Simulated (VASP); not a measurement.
**ZnS: single point with r2SCAN**

ZnS:

```xyz
4
Lattice="3.6733 0.0000 0.0000 -1.8366 3.1812 0.0000 0.0000 0.0000 6.0532" Properties=species:S:1:pos:R:3 pbc="T T T"
Zn    0.0000    2.1208    0.0066
Zn    1.8366    1.0604    3.0332
S     0.0000    2.1208    2.2634
S     1.8366    1.0604    5.2900
```

* Program: VASP 6.6.1
* Task: single point
* Functional: r2SCAN
* Potentials or basis: VASP PAW PBE potentials, release 64 (Zn, S)
* Cutoff: 520 eV
* k mesh: 6 × 6 × 4
* Occupations: gaussian, width 0.02 eV
* Spin: no spin polarisation
* Dipole correction: no
* Further INCAR settings: ALGO = Normal; EDIFF = 1e-07; NBANDS = 26

| Property | Result |
| --- | --- |
| Pressure | 10.0 GPa |
| Largest force | 0.017 eV/Å |
| Band gap on the k mesh | 3.28 eV, direct |

Forces in eV/Å, atoms in the order of the input:
```
Zn   0.000  0.000  0.017
Zn   0.000  0.000  0.017
S    0.000  0.000 -0.017
S    0.000  0.000 -0.017
```

Levels at points of the mesh, in eV from the valence-band top:
```csv
k point,band 16,band 17,band 18,band 19,band 20,band 21
"(0.00, 0.00, 0.00)",-0.13,0.00,0.00,3.28,3.83,6.70
"(0.50, 0.00, 0.00)",-2.71,-2.08,-1.07,3.93,5.00,5.32
"(0.00, 0.00, 0.50)",-0.57,-0.57,-0.57,4.42,4.42,7.19
"(0.50, 0.00, 0.50)",-1.99,-1.95,-1.95,3.92,3.92,5.55
```

It took 97 s on 1 thread of Intel(R) Xeon(R) 6975P-C (Granite Rapids), on a shared host, peak memory 0.21 GiB.

Caveat: the PAW data sets were made with another functional, which shifts forces and pressure a little. r2SCAN opens gaps a little over a GGA but as a rule still falls short of measured ones.
